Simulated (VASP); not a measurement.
# Hf (Im-3m) in VASP: a series of runs, part 2 of 2

VASP 6.6.1. Earlier steps stand in the parts before.

## (3) Single point, PBE (volume scaled by 0.96)

File INCAR:

```
SYSTEM = Hf
PREC = Accurate
ENCUT = 520
EDIFF = 1E-6
ISMEAR = -1
SIGMA = 0.05
LREAL = .FALSE.
LASPH = .TRUE.
NELM = 100
ALGO = Normal
ISIF = 2
LWAVE = .FALSE.
LCHARG = .FALSE.
GGA = PE
NBANDS = 11
```

File KPOINTS:

```
Automatic mesh
0
G
  10 10 10
  0 0 0
```

File POSCAR:

```
Hf
1.0
   -1.7806051177      1.7806051177      1.7806051177
    1.7806051177     -1.7806051177      1.7806051177
    1.7806051177      1.7806051177     -1.7806051177
Hf
1
Direct
    0.0000000000      0.0000000000      0.0000000000
```

Potentials or basis: VASP PAW PBE potentials, release 64 (Hf_pv).

On the command line:

```bash
$ cat potpaw_PBE.64/Hf_pv/POTCAR > POTCAR
$ mpirun -np 1 vasp_std > vasp.out
```

OUTCAR:

```text
SYSTEM = Hf
   PREC = Accurate
   ENCUT = 520
   EDIFF = 1E-6
   ISMEAR = -1
   LREAL = .FALSE.
   LASPH = .TRUE.
   NELM = 100
   ISIF = 2
   GGA = PE

 ion  position               nearest neighbor table
   1  0.000  0.000  0.000-

  LATTYP: Found a body centered cubic cell.
 ALAT       =     3.5612102354

  Lattice vectors:

 A1 = (  -1.7806051177,   1.7806051177,   1.7806051177)
 A2 = (   1.7806051177,  -1.7806051177,   1.7806051177)
 A3 = (   1.7806051177,   1.7806051177,  -1.7806051177)

Analysis of symmetry for initial positions (statically):
=====================================================================
 Subroutine PRICEL returns:
 Original cell was already a primitive cell.

 Routine SETGRP: Setting up the symmetry group for a
 body centered cubic supercell.

 Subroutine GETGRP returns: Found 48 space group operations
 (whereof 48 operations were pure point group operations)
 out of a pool of 48 trial point group operations.

The static configuration has the point symmetry O_h .

[... 163 lines left out ...]

 k-point     1 :       0.0000    0.0000    0.0000
  band No.  band energies     occupation
      1     -25.3619      2.00000
      2     -25.3619      2.00000
      3     -25.3619      2.00000
      4      -2.4937      2.00000
      5       6.0329      0.00000
      6       6.0329      0.00000
      7       6.0329      0.00000
      8       8.7858      0.00000
      9       8.7858      0.00000
     10      17.7533      0.00000
     11      17.7533      0.00000
[... 309 lines left out ...]
 k-point    24 :      -0.3000    0.3000    0.1000
  band No.  band energies     occupation
      1     -25.8812      2.00000
      2     -25.5603      2.00000
      3     -25.4240      2.00000
      4       0.4254      2.00000
      5       4.7264      0.03067
      6       4.9375      0.00046
      7       7.4726      0.00000
      8       8.9267      0.00000
      9       9.5798      0.00000
     10      16.5851      0.00000
     11      17.7444      0.00000

 [... further k-points ...]

------------------------ aborting loop because EDIFF is reached ----------------------------------------

  FORCE on cell =-STRESS in cart. coord.  units (eV):
  Direction    XX          YY          ZZ          XY          YZ          ZX
  --------------------------------------------------------------------------------------
  -------------------------------------------------------------------------------------
  Total       -0.2143530     -0.2143530     -0.2143530      0.0000000      0.0000000     -0.0000000
  in kB      -15.2081847    -15.2081847    -15.2081847      0.0000000      0.0000000     -0.0000000
  external PRESSURE =     -15.2081847 kB  Pullay stress =       0.0000000 kB

 VOLUME and BASIS-vectors are now :
 -----------------------------------------------------------------------------
  energy-cutoff  :      520.00
  volume of cell :       22.58
      direct lattice vectors                 reciprocal lattice vectors
    -1.780605118  1.780605118  1.780605118     0.000000000  0.280803416  0.280803416
     1.780605118 -1.780605118  1.780605118     0.280803416  0.000000000  0.280803416
     1.780605118  1.780605118 -1.780605118     0.280803416  0.280803416  0.000000000

 POSITION                                       TOTAL-FORCE (eV/Angst)
 -----------------------------------------------------------------------------------
      0.00000      0.00000      0.00000        -0.000000     -0.000000     -0.000000
 -----------------------------------------------------------------------------------
    total drift:                                0.000000      0.000000     -0.000000

  FREE ENERGIE OF THE ION-ELECTRON SYSTEM (eV)
  ---------------------------------------------------
  free  energy   TOTEN  =        -9.7517172345 eV

  energy  without entropy=       -9.7377279336  energy(sigma->0) =       -9.74472258
```

OSZICAR:

```text
N       E                     dE             d eps       ncg     rms          rms(c)
DAV:   1     0.132414780701E+02    0.13241E+02   -0.57887E+03  1042   0.846E+02
DAV:   2    -0.963924616390E+01   -0.22881E+02   -0.22049E+02  1267   0.155E+02
DAV:   3    -0.101012911714E+02   -0.46205E+00   -0.45798E+00  1311   0.153E+01
DAV:   4    -0.101031379335E+02   -0.18468E-02   -0.18466E-02  1167   0.119E+00
DAV:   5    -0.101031478074E+02   -0.98739E-05   -0.98732E-05  1276   0.789E-02    0.450E+01
DAV:   6    -0.983966744125E+01    0.26348E+00   -0.22624E-01  1127   0.351E+00    0.261E+01
DAV:   7    -0.975542608378E+01    0.84241E-01   -0.31767E-01  1160   0.398E+00    0.117E+00
DAV:   8    -0.975169700534E+01    0.37291E-02   -0.20270E-02  1142   0.102E+00    0.671E-02
DAV:   9    -0.975171244545E+01   -0.15440E-04   -0.25919E-04  1284   0.143E-01    0.530E-02
DAV:  10    -0.975171715734E+01   -0.47119E-05   -0.18383E-05  1221   0.344E-02    0.332E-02
DAV:  11    -0.975171723446E+01   -0.77122E-07   -0.21486E-06  1187   0.111E-02
   1 F= -.97517172E+01 E0= -.97447226E+01  d E =-.139893E-01
```

Wall time 4 s (1 thread of Intel Xeon 6975P-C (Granite Rapids), shared host); peak memory 0.14 GiB.

Results:

```yaml
Free_energy: -9.7517 eV
Pressure: -1.5 GPa
Band_gap_on_the_k_mesh: zero (band 5 reaches 6.03 eV, above the bottom of band 6 at 3.77 eV)
```

Caveat: spin-orbit coupling is left out, which moves the levels of the heavy elements.

## (4) Single point, PBE (volume scaled by 0.98)

File INCAR:

```
  PREC = Accurate
  ENCUT = 520
  EDIFF = 1E-7
  ISMEAR = -1
  SIGMA = 0.05
  LREAL = False
  LASPH = True
  NELM = 60
  ALGO = Normal
  ISIF = 2
  LWAVE = False
  LCHARG = False
  GGA = PE
  NBANDS = 11
```

File KPOINTS:

```
Automatic mesh
0
Gamma
  10 10 10
```

File POSCAR:

```
Hf
1.0
   -1.7928855410      1.7928855410      1.7928855410
    1.7928855410     -1.7928855410      1.7928855410
    1.7928855410      1.7928855410     -1.7928855410
Hf
1
Direct
    0.0000000000      0.0000000000      0.0000000000
```

On the command line:

```bash
$ cat potpaw_PBE.64/Hf_pv/POTCAR > POTCAR
$ mpirun -np 1 vasp_std > vasp.out
```

It took 4.4 s on 1 thread of Intel Xeon 6975P-C (Granite Rapids), shared host; peak memory 0.14 GiB.

It converged, with:

```yaml
Free_energy: -9.7444 eV
Pressure: -3.5 GPa
Band_gap_on_the_k_mesh: zero (band 5 reaches 5.88 eV, above the bottom of band 6 at 3.65 eV)
```

Levels at points of the mesh, in eV from the Fermi level:
```csv
k point,band 3,band 4,band 5,band 6,band 7,band 8
"(0.00, 0.00, 0.00)",-29.96,-6.94,1.50,1.50,1.50,4.19
"(0.50, 0.00, 0.00)",-29.96,-3.29,-0.45,0.95,4.01,4.98
"(0.50, 0.50, 0.50)",-30.48,-2.45,-2.45,6.55,6.55,6.55
```

Caveat: spin-orbit coupling is left out, which moves the levels of the heavy elements.

## (5) Summary

```tsv
level	cell	smearing	gap on the mesh (eV)	pressure (GPa)
PBEsol	a = 3.126 Å, angles 109.5°, 1 atom	gaussian 0.1 eV	none	-9.4
PBE	a = 3.084 Å, angles 109.5°, 1 atom	fermi-dirac 0.05 eV	none	-1.5
PBE	a = 3.105 Å, angles 109.5°, 1 atom	fermi-dirac 0.05 eV	none	-3.5
```

Alike in all rows: task single point; potentials or basis VASP PAW PBE potentials, release 64 (Hf_pv); no spin polarisation; k mesh 10 × 10 × 10; cutoff (eV) 520.

Caveats: spin-orbit coupling is left out, which moves the levels of the heavy elements; the PAW data sets were made with another functional, which shifts forces and pressure a little (some runs).

Absolute energies hang on the potentials; compare differences alone.
